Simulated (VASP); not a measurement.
# Si23H4O48 (a cell with a defect) in VASP: further runs

Runs on Si23H4O48 (a cell with a defect). Level: PBE. Tasks: single point.

Program: VASP 6.6.1. These are calculated values, not measurements. Logs are shortened: lines on timing, memory, paths and dates and some standing lists are left out, and cuts for length are marked.

## 1. The cell of the first run

The cell holds a defect, 75 atoms: a = 9.832 Å, b = 9.832 Å, c = 10.818 Å, α = 90.00°, β = 90.00°, γ = 120.00°.

## 2. Single point, PBE

INCAR

```
PREC     = Accurate       # precision mode
ENCUT    = 520            # plane-wave cutoff, eV
EDIFF    = 1E-6           # SCF threshold, eV
ISMEAR   = 0              # smearing method
SIGMA    = 0.02           # smearing width, eV
LREAL    = Auto         
LASPH    = T              # aspherical terms in the spheres
NELM     = 100            # most SCF steps
ALGO     = Normal         # electronic algorithm
ISIF     = 2              # what is computed and relaxed
LWAVE    = F              # write WAVECAR
LCHARG   = F              # write CHGCAR
GGA      = PE             # functional
NBANDS   = 235            # bands
```

KPOINTS

```
Automatic mesh
0
Gamma
  1 1 1
```

POSCAR

```
Si23H4O48
1.0
    9.8316000000      0.0000000000      0.0000000000
   -4.9158000000      8.5144150000      0.0000000000
    0.0000000000      0.0000000000     10.8182000000
Si O H
23 48 4
Direct
    0.2668430000      0.0009767400      0.1634700000
    0.0028516000      0.2703680000      0.3357050000
    0.2306050000      0.2354080000      0.0001007300
    0.2653480000      0.9977494000      0.6636500000
    0.9932126000      0.2663560000      0.8350300000
    0.2323110000      0.2285110000      0.5017520000
    0.2682820000      0.5027390000      0.1672110000
    0.9997803800      0.7676140000      0.3331480000
    0.2338640000      0.7330290000      0.9966533000
    0.9989205000      0.7666930000      0.8327140000
    0.2344290000      0.7356140000      0.4976220000
    0.7692410000      0.0042952000      0.1672390000
    0.4984520000      0.2670890000      0.3326380000
    0.7266420000      0.2320240000      0.0002954000
    0.7657180000      0.0012322000      0.6669000000
    0.4945750000      0.2657660000      0.8320270000
    0.7327730000      0.2338080000      0.4992370000
    0.7651740000      0.5008340000      0.1672980000
    0.5011880000      0.7703670000      0.3320530000
    0.7350830000      0.7369020000      0.0012113000
    0.7631940000      0.4995590000      0.6663380000
    0.5046480000      0.7692100000      0.8316280000
    0.7327490000      0.7354920000      0.4996880000
    0.0687650000      0.2066210000      0.4462400000
    0.2961240000      0.3658270000      0.1099080000
    0.1402060000      0.4347450000      0.2786630000
    0.2024600000      0.0698960000      0.0553950000
    0.3623780000      0.2944360000      0.3913610000
    0.4306990000      0.1384180000      0.2213530000
    0.0654320000      0.2098730000      0.9457150000
    0.3038820000      0.3517710000      0.6166480000
    0.1356700000      0.4290170000      0.7780800000
    0.1997120000      0.0574320000      0.5499300000
    0.3584550000      0.2958220000      0.8879650000
    0.4284840000      0.1364520000      0.7217280000
    0.0679010000      0.7063220000      0.4438320000
    0.2991160000      0.8684090000      0.1031500000
    0.1368330000      0.9300380000      0.2735220000
    0.2040780000      0.5698520000      0.0580140000
    0.3639780000      0.7993980000      0.3865800000
    0.4342950000      0.6406840000      0.2215190000
    0.0677460000      0.7049810000      0.9423610000
    0.2993620000      0.8643310000      0.6090240000
    0.1350350000      0.9300380000      0.7738950000
    0.2058530000      0.5699500000      0.5554350000
    0.3593880000      0.7870590000      0.8833780000
    0.4574520000      0.6484340000      0.7143040000
    0.5683340000      0.2046660000      0.4411890000
    0.7907210000      0.3628830000      0.1097040000
    0.6344730000      0.4331810000      0.2768560000
    0.7032200000      0.0691220000      0.0573170000
    0.8658290000      0.2991990000      0.3913950000
    0.9337440000      0.1415760000      0.2241200000
    0.5617480000      0.2046160000      0.9436860000
    0.7914020000      0.3622690000      0.6109670000
    0.6303510000      0.4323090000      0.7751710000
    0.7053660000      0.0690910000      0.5554790000
    0.8539980000      0.2927100000      0.8882170000
    0.9307640000      0.1366270000      0.7244910000
    0.5684650000      0.7078670000      0.4422990000
    0.7990200000      0.8685060000      0.1101390000
    0.6394420000      0.9356300000      0.2772850000
    0.7054800000      0.5714430000      0.0574340000
    0.8637870000      0.7971160000      0.3899890000
    0.9305870000      0.6356190000      0.2243800000
    0.5697540000      0.7090080000      0.9453830000
    0.7944690000      0.8645580000      0.6107280000
    0.6368080000      0.9393260000      0.7782680000
    0.7041320000      0.5699330000      0.5561050000
    0.8633810000      0.7966100000      0.8896810000
    0.9285160000      0.6335080000      0.7246220000
    0.4522990000      0.5477660000      0.7253400000
    0.2297450000      0.3561110000      0.6755540000
    0.3027980000      0.5849670000      0.5956360000
    0.1154546700      0.4819638500      0.7037292400
```

Potentials or basis: VASP PAW PBE potentials, release 64 (Si, O, H).

Command:

```console
$ cat potpaw_PBE.64/Si/POTCAR potpaw_PBE.64/O/POTCAR potpaw_PBE.64/H/POTCAR > POTCAR
$ mpirun -np 1 vasp_gam > vasp.out
```

OUTCAR:

```text
PREC = Accurate
   ENCUT = 520
   EDIFF = 1E-6
   ISMEAR = 0
   LREAL = Auto
   LASPH = T
   NELM = 100
   ISIF = 2
   GGA = PE

 ion  position               nearest neighbor table
   1  0.267  0.001  0.163-  29 1.62  37 1.62  38 1.63  27 1.63   3 3.06  13 3.07   9 3.07   8 3.08

   2  0.003  0.270  0.336-  26 1.62  52 1.62  24 1.63  53 1.63  17 3.06   7 3.06   6 3.07  12 3.07

   3  0.231  0.235  0.000-  27 1.62  30 1.62  25 1.63  34 1.63   7 3.06  16 3.06   1 3.06   5 3.07
[... 83 lines left out ...]
  70  0.863  0.797  0.890-  10 1.62  20 1.63
  71  0.929  0.634  0.725-  21 1.62  10 1.63
  72  0.452  0.548  0.725-  47 0.97
  73  0.230  0.356  0.676-  31 0.99
  74  0.303  0.585  0.596-  45 0.99
  75  0.115  0.482  0.704-  32 1.03

  LATTYP: Found a hexagonal cell.
 ALAT       =     9.8316000000
 C/A-ratio  =     1.1003498922

  Lattice vectors:

 A1 = (   9.8316000000,   0.0000000000,   0.0000000000)
 A2 = (  -4.9158000000,   8.5144150000,   0.0000000000)
 A3 = (   0.0000000000,   0.0000000000,  10.8182000000)

Analysis of symmetry for initial positions (statically):
=====================================================================
 Subroutine PRICEL returns:
 Original cell was already a primitive cell.

 Routine SETGRP: Setting up the symmetry group for a
 hexagonal supercell.

 Subroutine GETGRP returns: Found  1 space group operations
 (whereof  1 operations were pure point group operations)
 out of a pool of 24 trial point group operations.

The static configuration has the point symmetry C_1 .

Analysis of symmetry for dynamics (positions and initial velocities):
=====================================================================
 Subroutine PRICEL returns:
 Original cell was already a primitive cell.

 Routine SETGRP: Setting up the symmetry group for a
 hexagonal supercell.

 Subroutine GETGRP returns: Found  1 space group operations
 (whereof  1 operations were pure point group operations)
 out of a pool of 24 trial point group operations.

The dynamic configuration has the point symmetry C_1 .

 Subroutine INISYM returns: Found  1 space group operations
[... 218 lines left out ...]
   NELM   =    100;   NELMIN=  2; NELMDL= -5     # of ELM steps
   EDIFF  = 0.1E-05   stopping-criterion for ELM
   LREAL  =      T    real-space projection
   EDIFFG = 0.1E-04   stopping-criterion for IOM
   NSW    =      0    number of steps for IOM
   IBRION =     -1    ionic relax: 0-MD 1-quasi-New 2-CG
   NFREE  =      0    steps in history (QN), initial steepest desc. (CG)
   ISIF   =      2    stress and relaxation
   ISYM   =      2    0-nonsym 1-usesym 2-fastsym
   POTIM  = 0.5000    time-step for ionic-motion
   TEBEG  =    0.0;   TEEND  =   0.0 temperature during run
   PSTRESS=    0.0 pullay stress
   NELECT =     384.0000    total number of electrons
   NUPDOWN=      -1.0000    fix difference up-down
   EMIN   =  10.00;   EMAX   =-10.00  energy-range for DOS
   EFERMI =   0.00;   METHOD = LEGACY
   ISMEAR =     0;   SIGMA  =   0.02  broadening in eV -4-tet -1-fermi 0-gaus
   EFERMI_NEDOS =   21; number of points for ismear=-14 and -15
   IALGO  =     38    algorithm
   IMIX   =      4    mixing-type and parameters
     AMIX     =   0.40;   BMIX     =  1.00
     AMIX_MAG =   1.60;   BMIX_MAG =  1.00
  volume/ion in A,a.u.               =      12.07        81.48
  Fermi-wavevector in a.u.,A,eV,Ry     =   1.229912  2.324196 20.581296  1.512683
  Thomas-Fermi vector in A             =   2.364781
   LORBIT       =      0    0 simple, 1 ext, 2 COOP (PROOUT), +10 PAW based schemes
   GGA     = PE    functional components
   LHFCALC =     F    Hartree Fock is set to
   AEXX    =    0.0000 exact exchange contribution
   IVDW    =     0    specifies the selected vdW correction
   LEPSILON=     F    determine dielectric tensor
   LRPA    =     F    only Hartree local field effects (RPA)
 non-spin polarized calculation
 Gauss-broadening in eV      SIGMA  =   0.02
  energy-cutoff  :      520.00
  volume of cell :      905.60
 maximum number of plane-waves:     12195
 NGX is ok and might be reduce to    80
   NGX = 37   NGY = 37   NGZ = 41

 number of electron     384.0000017 magnetization

 Free energy of the ion-electron system (eV)
  ---------------------------------------------------
  ext. energy  EPLUGINS =         0.00000000
  ---------------------------------------------------
  free energy    TOTEN  =      -573.50113704 eV

  energy without entropy =     -573.50113704  energy(sigma->0) =     -573.50113704

 E-fermi :   1.2073     XC(G=0):  -9.2400

 val. band max:        1.0762175477   @ k =   0.0000   0.0000   0.0000
 cond. band min:       6.7914827193   @ k =   0.0000   0.0000   0.0000
 fundamental gap:      5.7152651716
 Fermi energy:         1.2073417310

 k-point     1 :       0.0000    0.0000    0.0000
  band No.  band energies     occupation
      1     -18.3449      2.00000
      2     -17.9021      2.00000
      3     -17.8944      2.00000
      4     -17.8751      2.00000
      5     -17.8573      2.00000
      6     -17.8324      2.00000
[... 196 lines left out ...]
    203       9.8018      0.00000
    204       9.8297      0.00000
 [bands above 204 left out]

------------------------ aborting loop because EDIFF is reached ----------------------------------------

  FORCE on cell =-STRESS in cart. coord.  units (eV):
  Direction    XX          YY          ZZ          XY          YZ          ZX
  --------------------------------------------------------------------------------------
  -------------------------------------------------------------------------------------
  Total       13.6940532     16.8434798     13.0764573      0.6964356     -0.3112572     -0.7572611
  in kB       24.2274984     29.7994590     23.1348485      1.2321328     -0.5506757     -1.3397452
  external PRESSURE =      25.7206020 kB  Pullay stress =       0.0000000 kB

 VOLUME and BASIS-vectors are now :
 -----------------------------------------------------------------------------
  energy-cutoff  :      520.00
  volume of cell :      905.60
      direct lattice vectors                 reciprocal lattice vectors
     9.831600000  0.000000000  0.000000000     0.101712844  0.058723941  0.000000000
    -4.915800000  8.514415000  0.000000000     0.000000000  0.117447881  0.000000000
     0.000000000  0.000000000 10.818200000     0.000000000  0.000000000  0.092436819

 POSITION                                       TOTAL-FORCE (eV/Angst)
 -----------------------------------------------------------------------------------
      2.61869      0.00832      1.76845         0.014230     -0.000025     -0.011892
     -1.30104      2.30203      3.63172        -0.002244      0.005954     -0.001953
      1.11000      2.00436      0.00109        -0.029358     -0.004448     -0.018317
     -2.29594      8.49525      7.17950         0.005001      0.015347      0.022957
      8.45552      2.26787      9.03352         0.024334      0.066874     -0.035510
      1.16067      1.94564      5.42805        -0.001117     -0.000571     -0.024793
[... 67 lines left out ...]
      0.10141      4.98065      6.44371         0.119660     -0.015488      0.063177
     -1.23413      4.10364      7.61308         0.709842     -0.664539      1.124113
 -----------------------------------------------------------------------------------
    total drift:                               -0.019821      0.002900     -0.014156

  FREE ENERGIE OF THE ION-ELECTRON SYSTEM (eV)
  ---------------------------------------------------
  free  energy   TOTEN  =      -573.5011370378 eV

  energy  without entropy=     -573.5011370378  energy(sigma->0) =     -573.50113704
```

Run time: 4.8 min. Hardware: 1 thread of AMD EPYC 7R13 (Zen 3), shared host; peak memory 0.95 GiB.

What came out:

```
Free energy            : -573.5011 eV
Pressure               : 2.6 GPa
Largest force          : 1.519 eV/Å
Band gap on the k mesh : 5.72 eV
```

Forces on the atoms (eV/Å):
```
Si   0.014  0.000 -0.012
Si  -0.002  0.006 -0.002
Si  -0.029 -0.004 -0.018
Si   0.005  0.015  0.023
Si   0.024  0.067 -0.036
Si  -0.001 -0.001 -0.025
Si   0.011 -0.007 -0.018
Si  -0.020  0.015 -0.014
Si   0.003 -0.023 -0.014
Si  -0.003  0.010  0.012
Si  -0.064  0.087 -0.046
Si   0.013  0.004 -0.015
Si  -0.006  0.009 -0.002
Si   0.005 -0.006 -0.013
Si   0.017  0.011  0.011
Si  -0.011  0.011  0.010
Si  -0.004 -0.017  0.005
Si   0.009 -0.006 -0.009
Si   0.016  0.009 -0.011
Si  -0.011 -0.010 -0.001
Si   0.003 -0.007  0.010
Si  -0.042  0.023  0.006
Si  -0.005 -0.011  0.010
O    0.003  0.013 -0.004
O   -0.009  0.002  0.000
O    0.006 -0.003  0.007
O    0.017  0.003  0.011
O   -0.007 -0.010  0.004
O   -0.010  0.006  0.008
O    0.012 -0.006  0.016
O    0.041 -0.001 -0.045
O   -0.652  0.682 -1.190
O    0.006  0.001  0.000
O    0.008 -0.007  0.005
O   -0.014 -0.004 -0.006
O    0.020  0.000  0.010
O   -0.010 -0.003  0.000
O    0.012 -0.010 -0.002
O    0.009  0.009  0.011
O   -0.011 -0.030  0.027
O   -0.007  0.009  0.010
O   -0.004  0.012 -0.008
O    0.003 -0.033 -0.018
O    0.015 -0.003 -0.015
O   -0.061 -0.069  0.060
O    0.001 -0.004  0.008
O   -0.026  0.044 -0.017
O   -0.001  0.010 -0.005
O   -0.013 -0.002  0.001
O    0.009 -0.001 -0.001
O    0.011 -0.001  0.010
O    0.001 -0.008  0.009
O   -0.009  0.010  0.008
O   -0.005  0.005 -0.004
O   -0.004  0.000 -0.011
O    0.010 -0.001 -0.010
O    0.003  0.007 -0.001
O   -0.022 -0.023  0.023
O   -0.015 -0.024 -0.009
O   -0.007  0.012 -0.009
O   -0.007 -0.002 -0.004
O    0.002 -0.011  0.003
O    0.011  0.006  0.007
O    0.001 -0.010  0.008
O   -0.006  0.010  0.013
O    0.001  0.006 -0.008
O   -0.009 -0.014 -0.014
O    0.005 -0.004 -0.001
O    0.009  0.007  0.002
O    0.000 -0.012  0.005
O   -0.001  0.001 -0.002
H    0.024 -0.091 -0.019
H   -0.083  0.041  0.098
H    0.120 -0.015  0.063
H    0.710 -0.665  1.124
```

Stress tensor (GPa, compression positive):
```
 2.42  0.12 -0.13
 0.12  2.98 -0.06
-0.13 -0.06  2.31
```

Caveat: the k points lie up to 0.74 Å⁻¹ apart.

## 3. Single point, PBE

INCAR

```
PREC = Accurate ; ENCUT = 520
EDIFF = 1E-7 ; ISMEAR = 0
SIGMA = 0.02 ; LREAL = Auto
LASPH = True ; NELM = 80
ALGO = Normal ; ISIF = 2
LWAVE = False ; LCHARG = False
GGA = PE ; NBANDS = 235
```

KPOINTS

```
regular mesh
0
Gamma
  1 1 1
```

Edit POSCAR of step 2 so:

```diff
@@ -82,2 +82,2 @@
     0.3027980000      0.5849670000      0.5956360000
-    0.1154546700      0.4819638500      0.7037292400
+    0.1138845500      0.4860762200      0.6979544300
```

Potentials or basis: VASP PAW PBE potentials, release 64 (Si, O, H).

Command:

```console
$ cat potpaw_PBE.64/Si/POTCAR potpaw_PBE.64/O/POTCAR potpaw_PBE.64/H/POTCAR > POTCAR
$ mpirun -np 1 vasp_gam > vasp.out
```

Run time: 5.4 min. Hardware: 1 thread of AMD EPYC 7R13 (Zen 3), shared host; peak memory 0.95 GiB.

Results (log left out):

- Free energy: -573.3086 eV
- Pressure: 2.5 GPa
- Largest force: 3.150 eV/Å
- Band gap on the k mesh: 5.72 eV

Forces in eV/Å, atoms in the order of the input:
```
Si   0.013  0.006 -0.029
Si   0.000 -0.012 -0.015
Si  -0.061  0.000 -0.044
Si  -0.016  0.046  0.043
Si   0.049  0.218 -0.134
Si   0.004  0.009 -0.004
Si   0.010 -0.014 -0.050
Si  -0.039  0.023 -0.042
Si   0.007 -0.041 -0.031
Si  -0.001  0.014  0.035
Si  -0.136  0.247 -0.112
Si   0.013  0.011 -0.034
Si  -0.009  0.011 -0.008
Si   0.027  0.002 -0.044
Si   0.042  0.041  0.040
Si  -0.018  0.012  0.026
Si  -0.005 -0.031  0.009
Si   0.010 -0.015 -0.021
Si   0.053  0.012 -0.040
Si  -0.014 -0.009 -0.005
Si  -0.015 -0.016  0.024
Si  -0.050  0.022  0.013
Si   0.000 -0.004  0.024
O   -0.002  0.018 -0.008
O   -0.008  0.008  0.013
O    0.003  0.001  0.022
O    0.025 -0.005  0.021
O   -0.006 -0.010  0.000
O   -0.008  0.006  0.013
O    0.038 -0.037  0.059
O    0.063 -0.006 -0.085
O   -1.370  1.415 -2.458
O    0.014 -0.011 -0.001
O    0.022 -0.009  0.004
O   -0.013 -0.015 -0.016
O    0.054 -0.015  0.036
O   -0.010 -0.001  0.007
O    0.012 -0.019  0.009
O    0.013  0.013  0.026
O   -0.031 -0.063  0.067
O   -0.008  0.017  0.024
O   -0.011  0.019 -0.010
O    0.018 -0.081 -0.037
O    0.022 -0.006 -0.024
O   -0.117 -0.174  0.182
O    0.003  0.004  0.009
O   -0.028  0.047 -0.040
O    0.001  0.009 -0.003
O   -0.019  0.005  0.012
O    0.008 -0.001  0.003
O    0.012 -0.010  0.023
O    0.003 -0.001  0.012
O   -0.009  0.013  0.016
O   -0.013  0.004 -0.005
O    0.002  0.009 -0.017
O    0.015  0.004 -0.018
O   -0.006  0.009 -0.013
O   -0.070 -0.047  0.058
O   -0.036 -0.089 -0.034
O   -0.021  0.009 -0.010
O   -0.008 -0.003  0.001
O   -0.006 -0.019  0.013
O    0.012  0.006  0.011
O    0.006 -0.012  0.008
O   -0.002  0.016  0.023
O    0.004  0.005 -0.008
O   -0.007 -0.028 -0.027
O   -0.002 -0.013 -0.003
O    0.011  0.008 -0.001
O    0.003 -0.015  0.002
O    0.007 -0.001 -0.017
H    0.016 -0.096 -0.016
H   -0.141  0.057  0.147
H    0.174 -0.024  0.097
H    1.531 -1.425  2.332
```

Stress tensor (GPa, compression positive):
```
 2.36  0.18 -0.24
 0.18  2.92  0.08
-0.24  0.08  2.07
```

Levels at points of the mesh, in eV from the valence-band top:
```
           k point  band 188  band 189  band 190  band 191  band 192  band 193  band 194  band 195  band 196  band 197
(0.00, 0.00, 0.00)     -0.20     -0.14     -0.14     -0.09      0.00      5.72      7.65      7.73      7.99      8.01
```

Caveat: the k points lie up to 0.74 Å⁻¹ apart.

## 4. Single point, PBE

INCAR

```
PREC = Accurate
ENCUT = 520
EDIFF = 1E-7
ISMEAR = 0
SIGMA = 0.02
LREAL = Auto
LASPH = T
NELM = 100
ALGO = Normal
ISIF = 2
LWAVE = F
LCHARG = F
GGA = PE
NBANDS = 235
```

KPOINTS is that of step 3.

Edit POSCAR of step 3 so:

```diff
@@ -82,2 +82,2 @@
     0.3027980000      0.5849670000      0.5956360000
-    0.1138845500      0.4860762200      0.6979544300
+    0.1119219000      0.4912166900      0.6907359100
```

Command:

```console
$ cat potpaw_PBE.64/Si/POTCAR potpaw_PBE.64/O/POTCAR potpaw_PBE.64/H/POTCAR > POTCAR
$ mpirun -np 1 vasp_gam > vasp.out
```

It took 5.4 min on 1 thread of AMD EPYC 7R13 (Zen 3), shared host; peak memory 0.95 GiB.

The run converged. Its results:

| Quantity | Value |
| --- | --- |
| Free energy | -572.9489 eV |
| Pressure | 2.4 GPa |
| Largest force | 3.933 eV/Å |
| Band gap on the k mesh | 5.70 eV |

Forces in eV/Å, atoms in the order of the input:
```
Si   0.012  0.015 -0.056
Si   0.003 -0.038 -0.034
Si  -0.110  0.006 -0.083
Si  -0.046  0.089  0.074
Si   0.106  0.440 -0.260
Si   0.012  0.022  0.027
Si   0.009 -0.024 -0.098
Si  -0.068  0.036 -0.082
Si   0.012 -0.068 -0.055
Si   0.002  0.019  0.067
Si  -0.244  0.487 -0.209
Si   0.014  0.021 -0.062
Si  -0.013  0.013 -0.016
Si   0.059  0.015 -0.089
Si   0.075  0.085  0.083
Si  -0.029  0.014  0.049
Si  -0.006 -0.049  0.018
Si   0.011 -0.030 -0.040
Si   0.107  0.017 -0.082
Si  -0.017 -0.008 -0.011
Si  -0.036 -0.029  0.046
Si  -0.063  0.021  0.025
Si   0.008  0.005  0.046
O   -0.009  0.025 -0.014
O   -0.007  0.019  0.032
O   -0.001  0.008  0.044
O    0.036 -0.016  0.036
O   -0.004 -0.011 -0.005
O   -0.006  0.005  0.020
O    0.075 -0.085  0.124
O    0.094 -0.010 -0.143
O   -1.734  1.743 -3.069
O    0.025 -0.028 -0.003
O    0.043 -0.012  0.002
O   -0.013 -0.031 -0.032
O    0.103 -0.039  0.074
O   -0.011  0.004  0.019
O    0.010 -0.031  0.026
O    0.018  0.018  0.050
O   -0.059 -0.112  0.125
O   -0.009  0.028  0.044
O   -0.021  0.029 -0.012
O    0.040 -0.150 -0.068
O    0.031 -0.011 -0.039
O   -0.218 -0.339  0.375
O    0.006  0.014  0.009
O   -0.033  0.050 -0.074
O    0.003  0.007 -0.001
O   -0.026  0.015  0.030
O    0.007  0.000  0.009
O    0.014 -0.024  0.042
O    0.006  0.010  0.015
O   -0.009  0.016  0.027
O   -0.023  0.003 -0.005
O    0.008  0.021 -0.027
O    0.022  0.011 -0.030
O   -0.019  0.012 -0.030
O   -0.138 -0.078  0.105
O   -0.066 -0.179 -0.070
O   -0.043  0.005 -0.012
O   -0.008 -0.004  0.008
O   -0.019 -0.031  0.030
O    0.013  0.008  0.016
O    0.013 -0.015  0.009
O    0.005  0.025  0.039
O    0.008  0.005 -0.008
O   -0.005 -0.047 -0.045
O   -0.012 -0.026 -0.006
O    0.013  0.010 -0.007
O    0.007 -0.019 -0.003
O    0.017 -0.003 -0.038
H    0.006 -0.103 -0.011
H   -0.222  0.080  0.216
H    0.251 -0.041  0.158
H    2.045 -1.782  2.816
```

Stress tensor (GPa, compression positive):
```
 2.31  0.20 -0.30
 0.20  2.87  0.18
-0.30  0.18  1.88
```

Levels at points of the mesh, in eV from the valence-band top:
```tsv
k point	band 188	band 189	band 190	band 191	band 192	band 193	band 194	band 195	band 196	band 197
(0.00, 0.00, 0.00)	-0.20	-0.15	-0.11	-0.03	0.00	5.70	7.53	7.72	7.88	7.99
```

Caveat: the k points lie up to 0.74 Å⁻¹ apart.

[end of part 1 of 2]
